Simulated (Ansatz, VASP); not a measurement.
## One calculation of YbSb3, two programs

INCAR

```
SYSTEM = YbSb3
ALGO = Normal ; EDIFF = 1E-7
EDIFFG = -0.01 ; ENCUT = 600
GGA = PE ; IBRION = 2
ISIF = 3 ; ISMEAR = 0
LASPH = .True. ; LCHARG = .False.
LREAL = .False. ; LWAVE = .False.
NELM = 100 ; NSW = 100
PREC = Accurate ; SIGMA = 0.1
```

File KPOINTS:

```
k-points
0
Gamma
  10 10 10
  0 0 0
```

The input POSCAR:

```
YbSb3
1.0
    0.0000000000      3.8303180986      3.8303180986
    3.8303180986      0.0000000000      3.8303180986
    3.8303180986      3.8303180986      0.0000000000
Yb Sb
1 3
Direct
    0.5000000000      0.5000000000      0.5000000000
    0.2500000000      0.2500000000      0.2500000000
    0.7500000000      0.7500000000      0.7500000000
    0.0000000000      0.0000000000      0.0000000000
```

Input for Ansatz:

```yaml
crystal:
  lattice:
    - [0.0, 3.8303180986, 3.8303180986]
    - [3.8303180986, 0.0, 3.8303180986]
    - [3.8303180986, 3.8303180986, 0.0]
  atoms:
    - { symbol: Yb, position: [0.5, 0.5, 0.5] }
    - { symbol: Sb, position: [0.25, 0.25, 0.25] }
    - { symbol: Sb, position: [0.75, 0.75, 0.75] }
    - { symbol: Sb, position: [0.0, 0.0, 0.0] }
basis:
  ecutwfc: 420
kpoints:
  mp_grid: { grid: [10, 10, 10] }
hamiltonian:
  xc: pbe
scf:
  occupations: { method: gaussian, width: 0.1 }
output:
  forces: true
  stress: true
  eigenvalues: true
  write_density: true
  write_potential: true
  elf: true
  volumetric_format: npy
relax:
  adjacent_minimum: "off"
  f_tol: 0.01
  max_steps: 80
  cell: { stress_tol: 0.05 }
```

Alike in both runs: task relaxation of cell and atoms; functional PBE; k mesh 10 × 10 × 10; occupations gaussian, width 0.1 eV; no spin polarisation.

|  | VASP | Ansatz |
| --- | --- | --- |
| version | VASP 6.6.1 | Ansatz 0.2.0 |
| potentials or method | VASP PAW PBE potentials, release 64 (Yb, Sb), cutoff 600 eV | scalar-relativistic, plane waves, PAW |
| valence electrons in the cell | 39 | 69 |

|  | VASP | Ansatz | Ansatz less VASP |
| --- | --- | --- | --- |
| gap on the k mesh at the Fermi level, each at its own relaxed structure (eV) | none | none | - |
| relaxed volume (Å³/atom) | 28.21 | 28.23 | +0.016 |
| relaxed cell length with the largest relative difference (Å) | 5.424 | 5.425 | +0.0010 |

A gap of «none» marks a metal or a gap that the smearing closes. VASP's potentials hold 39 valence electrons a cell and Ansatz's 69, so a difference there can come from the potentials and not from the codes.

Neither program's run includes spin-orbit coupling.
